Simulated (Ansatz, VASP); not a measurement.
C in VASP and in Ansatz

```xyz
12
Lattice="2.5464 0.0598 -0.0529 -1.2214 2.0980 -0.0458 -0.2609 -0.4115 12.8517" Properties=species:S:1:pos:R:3 pbc="T T T"
C     0.0027    0.2410    2.2901
C    -0.0214    0.6489    8.6631
C    -0.0352   -0.6423    4.0637
C    -0.0924    0.2245   10.3871
C    -0.7051    1.0299    7.2230
C     1.8363    0.6579   -0.1265
C    -0.0654    1.2240   12.3364
C     1.2340    0.0761    5.7205
C    -0.0181    1.6780    8.6251
C     1.3289    0.0783    1.7438
C    -0.8104    0.4301   11.2472
C     1.0811    0.5155    4.5418
```

Change from the starting cell: all atoms moved at random, sigma 0.4 Å a component, cell strained at random, sigma 0.03.

Alike in both runs: task single point; functional PBE; k mesh 12 × 12 × 2; occupations gaussian, width 0.05 eV; no spin polarisation.

```csv
,VASP,Ansatz
version,VASP 6.6.1,Ansatz 0.2.0
potentials or method,"VASP PAW PBE potentials, release 64 (C), cutoff 520 eV","scalar-relativistic, plane waves, PAW"
valence electrons in the cell,48,48
```

|  | VASP | Ansatz | Ansatz less VASP |
| --- | --- | --- | --- |
| gap on the k mesh at the Fermi level (eV) | none | none | - |
| pressure (GPa) | 124.3 | 123.1 | -1.20 |
| traceless stress, the component that is largest in VASP (GPa) | 84.21 | 82.86 | -1.355 |
| rms of the force components (eV/Å) | 12.574 | 12.347 | -0.2276 |

Atom by atom the forces differ by 0.242 eV/Å (rms over components). A gap of «none» marks a metal or a gap that the smearing closes. Both programs put the cell under a high pressure, so it lies far from rest at this level.

Noted on VASP's run: the cell as given lies far from equilibrium.
